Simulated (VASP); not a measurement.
Crystal: SiC.

```
Si C
1.0
     3.05505    0.00000    0.00000
    -1.52753    2.64575    0.00000
     0.00000    0.00000   10.00306
Si C
4 4
Cartesian
  0.0000 0.0000 1.8795
  0.0000 0.0000 6.8810
  0.0000 1.7638 4.3798
  1.5275 0.8819 9.3813
  0.0000 0.0000 0.0046
  0.0000 0.0000 5.0061
  0.0000 1.7638 2.4988
  1.5275 0.8819 7.5003
```

Base run:

| Item | Value |
| --- | --- |
| Program | VASP 6.6.1 |
| Functional | PBEsol |
| Dispersion | D4 |
| Potentials or basis | VASP PAW PBE potentials, release 64 (Si, C) |
| Cutoff | 520 eV |
| k mesh | 10 × 10 × 3 |
| Occupations | fermi-dirac, width 0.05 eV |
| Spin | no spin polarisation |

Its results: band gap on the k mesh 2.11 eV, indirect (least direct gap 3.24 eV); pressure 3.0 GPa; largest force 0.011 eV/Å.

Question: After a change of settings the same cell gave: band gap on the k mesh 2.11 eV, indirect (least direct gap 3.24 eV); pressure 5.5 GPa; largest force 0.011 eV/Å. Which change was it?
A. functional from PBEsol to SVWN5; dispersion from D4 to none
B. dispersion from D4 to none
C. functional from PBEsol to BLYP
D. functional from PBEsol to PBE; dispersion from D4 to none

Answer: B.

Dispersion adds attraction, which lowers the pressure at fixed volume and, as a term added to the energy, leaves the levels alone.

Caveats: the PAW data sets were made with another functional, which shifts forces and pressure a little.
